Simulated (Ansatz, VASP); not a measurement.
# Two plane-wave programs on MgH2

```xyz
12
Lattice="3.4727 -5.8894 0.0000 3.4727 5.8894 0.0000 0.0000 0.0000 6.1109" Properties=species:S:1:pos:R:3 pbc="T T T"
Mg    3.4727   -2.9447    2.1980
Mg    3.4727    2.9447    3.9129
Mg    0.0000    0.0000    0.0000
Mg    3.4727    0.0000    0.0000
H     1.7364    2.9447    3.0555
H     1.7364   -2.9447    3.0555
H     3.4727   -4.4697    1.2301
H     3.4727   -1.4197    1.2301
H     3.4727    4.4697    4.8808
H     3.4727    1.4197    4.8808
H     1.7364    0.0000    0.0000
H     5.2091    0.0000    0.0000
```

Alike in both runs: functional PBE; k mesh 4 × 4 × 4; occupations gaussian, width 0.02 eV; no spin polarisation.

Ansatz relaxed the structure, and its values are those at the end. VASP's run is a single point on that final structure, the one shown.

|  | VASP | Ansatz |
| --- | --- | --- |
| version | VASP 6.6.1 | Ansatz 0.2.0 |
| potentials or method | VASP PAW PBE potentials, release 64 (Mg, H), cutoff 520 eV | scalar-relativistic, plane waves, PAW |
| valence electrons in the cell | 16 | 48 |

|  | VASP | Ansatz | Ansatz less VASP |
| --- | --- | --- | --- |
| gap on the k mesh at the Fermi level (eV) | 2.69 | 2.70 | +0.010 |
| least direct gap on the mesh (eV) | 2.69 | 2.70 | +0.010 |
| pressure (GPa) | -0.1 | 0.0 | +0.08 |

VASP's potentials hold 16 valence electrons a cell and Ansatz's 48, so a difference there can come from the potentials and not from the codes.
